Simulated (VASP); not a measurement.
# Al (Amm2) in VASP: single point with PBE

Aim: the single point of Al with PBE.

Everything below comes from runs of VASP 6.6.1. Logs are shortened: lines on timing, memory, paths and dates and some standing lists are left out, and cuts for length are marked.

## 1. The cell of the first run

Symmetry: Amm2, No. 38, orthorhombic system. The conventional cell has a = 8.405 Å, b = 2.643 Å, c = 5.205 Å, α = 90.00°, β = 90.00°, γ = 90.00°. Within 3.3 Å of Al (site symmetry m) lie 12 Al at 2.47 to 2.92 Å. Al (site symmetry mm2) has 12 Al at 2.47 to 2.92 Å within 3.3 Å. Within 3.5 Å of Al (site symmetry mm2) lie 12 Al at 2.64 to 2.92 Å.

## 2. Single point, PBE (strained and its atoms moved)

Contents of INCAR:

```
SYSTEM = Al
ALGO = Fast
EDIFF = 1E-7
ENCUT = 520
GGA = PE
ISIF = 2
ISMEAR = 0
LASPH = .True.
LCHARG = .False.
LREAL = .False.
LWAVE = .False.
NBANDS = 14
NELM = 100
PREC = Accurate
SIGMA = 0.1
```

Contents of KPOINTS:

```
k-points
0
Gamma
  16 16 6
  0 0 0
```

Contents of POSCAR:

```
Al
1.0
    2.9145750581      0.1568462333      0.0000000000
   -1.3214547065      2.2888335123      0.0000000000
    0.0000000000      0.0000000000      8.4051836591
Al
4
Direct
    0.0046512726      0.0023256363      0.0160670934
    0.2667962650      0.6333981375      0.2500000000
    0.0046512726      0.0023256363      0.4839329066
    0.7239011897      0.3619505899      0.7500000000
```

Potentials or basis: VASP PAW PBE potentials, release 64 (Al).

On the command line:

```
cat potpaw_PBE.64/Al/POTCAR > POTCAR
mpirun -np 1 vasp_std > vasp.out
```

OUTCAR:

```text
SYSTEM = Al
   EDIFF = 1E-7
   ENCUT = 520
   GGA = PE
   ISIF = 2
   ISMEAR = 0
   LASPH = .True.
   LREAL = .False.
   NELM = 100
   PREC = Accurate

 ion  position               nearest neighbor table
   1  0.005  0.002  0.016-   2 2.47   2 2.47   4 2.70   4 2.70   2 2.75   4 2.92
   2  0.267  0.633  0.250-   1 2.47   3 2.47   1 2.47   3 2.47   1 2.75   3 2.75
   3  0.005  0.002  0.484-   2 2.47   2 2.47   4 2.70   4 2.70   2 2.75   4 2.92
   4  0.724  0.362  0.750-   1 2.70   3 2.70   1 2.70   3 2.70   1 2.92   3 2.92

  Warning from LATTYP: Monoclinic adjustment (A1->A3, A2->A1, A3->A2)!
  LATTYP: Found a base centered orthorhombic cell.
 ALAT       =     2.6429153199
 B/A-ratio  =     1.9694318950
 C/A-ratio  =     3.1802697558

  Lattice vectors:

 A1 = (   1.5931203516,   2.4456797456,   0.0000000000)
 A2 = (  -2.9145750581,  -0.1568462333,   0.0000000000)
 A3 = (   0.0000000000,   0.0000000000,   8.4051836591)

Analysis of symmetry for initial positions (statically):
=====================================================================
 Subroutine PRICEL returns:
 Original cell was already a primitive cell.

 Routine SETGRP: Setting up the symmetry group for a
 base centered orthorhombic supercell.

 Subroutine GETGRP returns: Found  4 space group operations
 (whereof  2 operations were pure point group operations)
 out of a pool of  8 trial point group operations.

The static configuration has the point symmetry C_1h.
 The point group associated with its full space group is C_2v.

Analysis of symmetry for dynamics (positions and initial velocities):
=====================================================================
 Subroutine PRICEL returns:
 Original cell was already a primitive cell.

 Routine SETGRP: Setting up the symmetry group for a
 base centered orthorhombic supercell.

 Subroutine GETGRP returns: Found  4 space group operations
 (whereof  2 operations were pure point group operations)
 out of a pool of  8 trial point group operations.

The dynamic configuration has the point symmetry C_1h.
 The point group associated with its full space group is C_2v.

 Subroutine INISYM returns: Found  4 space group operations
 (whereof  2 operations are pure point group operations),
 and found     1 'primitive' translations

----------------------------------------------------------------------------------------

                                     Primitive cell

  volume of cell :      57.8129

  direct lattice vectors                    reciprocal lattice vectors
     2.914575058  0.156846233  0.000000000     0.332764306  0.192120989  0.000000000
    -1.321454706  2.288833512  0.000000000    -0.022803244  0.423738355  0.000000000
     0.000000000  0.000000000  8.405183659     0.000000000  0.000000000  0.118974200

  length of vectors
     2.918792303  2.642915320  8.405183659     0.384242837  0.424351483  0.118974200

  position of ions in fractional coordinates (direct lattice)
     0.004651273  0.002325636  0.016067093
     0.266796265  0.633398138  0.250000000
     0.004651273  0.002325636  0.483932907
     0.723901190  0.361950590  0.750000000

  ion indices of the primitive-cell ions
   primitive index   ion index
                 1           1
                 2           2
                 3           3
                 4           4

----------------------------------------------------------------------------------------

 KPOINTS: k-points

Automatic generation of k-mesh.
 Grid dimensions read from file:
 generate k-points for:   16   16    6

 Generating k-lattice:

  Cartesian coordinates                     Fractional coordinates (reciprocal lattice)
     0.020797769  0.012007562  0.000000000     0.062500000  0.000000000  0.000000000
    -0.001425203  0.026483647  0.000000000     0.000000000  0.062500000  0.000000000
     0.000000000  0.000000000  0.019829033     0.000000000  0.000000000  0.166666667

  Length of vectors
     0.024015177  0.026521968  0.019829033

  Shift w.r.t. Gamma in fractional coordinates (k-lattice)
     0.000000000  0.000000000  0.000000000

 Subroutine IBZKPT returns following result:
 ===========================================

 Found    292 irreducible k-points:

 Following reciprocal coordinates:
            Coordinates               Weight
  0.000000  0.000000  0.000000      1.000000
  0.062500  0.000000  0.000000      2.000000
  0.125000  0.000000  0.000000      2.000000
  0.187500  0.000000  0.000000      2.000000
  0.250000  0.000000  0.000000      2.000000
  0.312500  0.000000  0.000000      2.000000
[... 16 lines left out ...]
  0.312500  0.125000  0.000000      4.000000
  0.375000  0.125000  0.000000      4.000000
 [... further k-points ...]
   k-points           NKPTS =    292   k-points in BZ     NKDIM =    292   number of bands    NBANDS=     14
   number of dos      NEDOS =    301   number of ions     NIONS =      4
   total plane-waves  NPLWV =  30720
   dimension x,y,z NGX =    24 NGY =   20 NGZ =   64
   dimension x,y,z NGXF=    48 NGYF=   40 NGZF=  128
   ions per type =               4
   NGX,Y,Z   is equivalent  to a cutoff of  13.67, 12.58, 12.66 a.u.
   NGXF,Y,Z  is equivalent  to a cutoff of  27.34, 25.16, 25.32 a.u.
 SYSTEM =  Al
   PREC   = accura    normal or accurate (medium, high low for compatibility)
   ISTART =      0    job   : 0-new  1-cont  2-samecut
   ICHARG =      2    charge: 1-file 2-atom 10-const
   ISPIN  =      1    spin polarized calculation?
   LNONCOLLINEAR =      F non collinear calculations
   LSORBIT =      F    spin-orbit coupling
   LASPH  =      T    aspherical Exc in radial PAW
   ENCUT  =  520.0 eV  38.22 Ry    6.18 a.u.   5.43  4.91 15.63*2*pi/ulx,y,z
   NELM   =    100;   NELMIN=  2; NELMDL= -5     # of ELM steps
   EDIFF  = 0.1E-06   stopping-criterion for ELM
   LREAL  =      F    real-space projection
   EDIFFG = 0.1E-05   stopping-criterion for IOM
   NSW    =      0    number of steps for IOM
   IBRION =     -1    ionic relax: 0-MD 1-quasi-New 2-CG
   NFREE  =      0    steps in history (QN), initial steepest desc. (CG)
   ISIF   =      2    stress and relaxation
   ISYM   =      2    0-nonsym 1-usesym 2-fastsym
   POTIM  = 0.5000    time-step for ionic-motion
   TEBEG  =    0.0;   TEEND  =   0.0 temperature during run
   PSTRESS=    0.0 pullay stress
   NELECT =      12.0000    total number of electrons
   NUPDOWN=      -1.0000    fix difference up-down
   EMIN   =  10.00;   EMAX   =-10.00  energy-range for DOS
   EFERMI =   0.00;   METHOD = LEGACY
   ISMEAR =     0;   SIGMA  =   0.10  broadening in eV -4-tet -1-fermi 0-gaus
   EFERMI_NEDOS =   21; number of points for ismear=-14 and -15
   IALGO  =     68    algorithm
   IMIX   =      4    mixing-type and parameters
     AMIX     =   0.40;   BMIX     =  1.00
     AMIX_MAG =   1.60;   BMIX_MAG =  1.00
  volume/ion in A,a.u.               =      14.45        97.54
  Fermi-wavevector in a.u.,A,eV,Ry     =   0.969305  1.831720 12.783378  0.939552
  Thomas-Fermi vector in A             =   2.099346
   LORBIT       =      0    0 simple, 1 ext, 2 COOP (PROOUT), +10 PAW based schemes
   GGA     = PE    functional components
   LHFCALC =     F    Hartree Fock is set to
   AEXX    =    0.0000 exact exchange contribution
   IVDW    =     0    specifies the selected vdW correction
   LEPSILON=     F    determine dielectric tensor
   LRPA    =     F    only Hartree local field effects (RPA)
 non-spin polarized calculation
 RMM-DIIS sequential band-by-band and
 Gauss-broadening in eV      SIGMA  =   0.10
  energy-cutoff  :      520.00
  volume of cell :       57.81
 maximum number of plane-waves:      1589
 NGX is ok and might be reduce to    24
   NGX = 11   NGY =  9   NGZ = 31

 number of electron      12.0000000 magnetization

 Free energy of the ion-electron system (eV)
  ---------------------------------------------------
  ext. energy  EPLUGINS =         0.00000000
  ---------------------------------------------------
  free energy    TOTEN  =       -13.96445169 eV

  energy without entropy =      -13.95776515  energy(sigma->0) =      -13.96110842

 E-fermi :   9.3773     XC(G=0): -10.6661

 val. band max:        9.3731247195   @ k =  -0.3125   0.4375   0.0000
 cond. band min:       9.3801152262   @ k =   0.2500   0.4375   0.0000
 fundamental gap:      0.0069905068
 Fermi energy:         9.3773071313

 k-point     1 :       0.0000    0.0000    0.0000
  band No.  band energies     occupation
      1      -2.7436      2.00000
      2      -0.5786      2.00000
      3      -0.5202      2.00000
      4       4.9490      2.00000
      5       6.0474      2.00000
      6      14.9094      0.00000
      7      14.9875      0.00000
      8      17.4985      0.00000
      9      17.6493      0.00000
     10      19.1633      0.00000
     11      19.1858      0.00000
     12      19.8174      0.00000
     13      19.9457      0.00000
     14      20.9816      0.00000

 k-point     2 :       0.0625    0.0000    0.0000
  band No.  band energies     occupation
      1      -2.6587      2.00000
      2      -0.4951      2.00000
      3      -0.4366      2.00000
      4       5.0252      2.00000
      5       6.1293      2.00000
      6      14.6427      0.00000
      7      15.0076      0.00000
      8      15.7791      0.00000
      9      17.3559      0.00000
     10      17.3807      0.00000
     11      19.4171      0.00000
     12      20.2803      0.00000
     13      21.3403      0.00000
     14      21.4732      0.00000
[... 343 lines left out ...]
      1       0.5904      2.00000
      2       2.7085      2.00000
      3       2.7541      2.00000
      4       5.8358      2.00000
      5       7.4184      2.00000
      6       7.9545      2.00000
      7       8.5106      2.00000
      8       9.2861      1.80302
      9      12.7013      0.00000
     10      13.2114      0.00000
     11      14.8779      0.00000
     12      14.9287      0.00000
     13      15.6431      0.00000
     14      18.6091      0.00000

 k-point    24 :       0.3750    0.1250    0.0000
  band No.  band energies     occupation
      1       1.6436      2.00000
      2       3.7279      2.00000
      3       3.7570      2.00000
      4       4.3933      2.00000
      5       6.2774      2.00000
      6       6.5151      2.00000
      7       9.0976      1.99992
      8      10.1494      0.00000
      9      11.8102      0.00000
     10      12.0473      0.00000
     11      14.2048      0.00000
     12      14.7481      0.00000
     13      15.2474      0.00000
     14      19.4691      0.00000

 [... further k-points ...]
[... 5 lines left out ...]
  --------------------------------------------------------------------------------------
  -------------------------------------------------------------------------------------
  Total        3.6727710      6.9632316     10.4953118     -2.8495956      0.0000000      0.0000000
  in kB      101.7840575    192.9730875    290.8581587    -78.9712733      0.0000000      0.0000000
  external PRESSURE =     195.2051012 kB  Pullay stress =       0.0000000 kB

 VOLUME and BASIS-vectors are now :
 -----------------------------------------------------------------------------
  energy-cutoff  :      520.00
  volume of cell :       57.81
      direct lattice vectors                 reciprocal lattice vectors
     2.914575058  0.156846233  0.000000000     0.332764306  0.192120989  0.000000000
    -1.321454706  2.288833512  0.000000000    -0.022803244  0.423738355  0.000000000
     0.000000000  0.000000000  8.405183659     0.000000000  0.000000000  0.118974200

 POSITION                                       TOTAL-FORCE (eV/Angst)
 -----------------------------------------------------------------------------------
      0.01048      0.00605      0.13505        -0.294256     -0.169889     -1.656576
     -0.05941      1.49159      2.10130         0.834090      0.481563     -0.000000
      0.01048      0.00605      4.06754        -0.294256     -0.169889      1.656576
      1.63156      0.94199      6.30389        -0.245578     -0.141785     -0.000000
 -----------------------------------------------------------------------------------
    total drift:                               -0.000004      0.000003      0.000000

  FREE ENERGIE OF THE ION-ELECTRON SYSTEM (eV)
  ---------------------------------------------------
  free  energy   TOTEN  =       -13.9644516883 eV

  energy  without entropy=      -13.9577651521  energy(sigma->0) =      -13.96110842
```

It took 86 s on 1 thread of Intel Xeon 6975P-C (Granite Rapids), shared host; peak memory 0.29 GiB.

Results:

* Free energy: -13.9645 eV
* Pressure: 19.5 GPa
* Largest force: 1.691 eV/Å
* Band gap on the k mesh: zero (band 6 reaches 15.06 eV, above the bottom of band 7 at 7.47 eV)

Forces in eV/Å, atoms in the order of the input:
```
Al  -0.294 -0.170 -1.657
Al   0.834  0.482  0.000
Al  -0.294 -0.170  1.657
Al  -0.246 -0.142  0.000
```

Stress tensor (GPa, compression positive):
```
10.18 -7.90  0.00
-7.90 19.30  0.00
 0.00  0.00 29.09
```

Caveat: the cell differs from its parent crystal (strained and its atoms moved); forces of over 1 eV/Å act on the atoms, so gaps and moduli don't describe the material at rest.
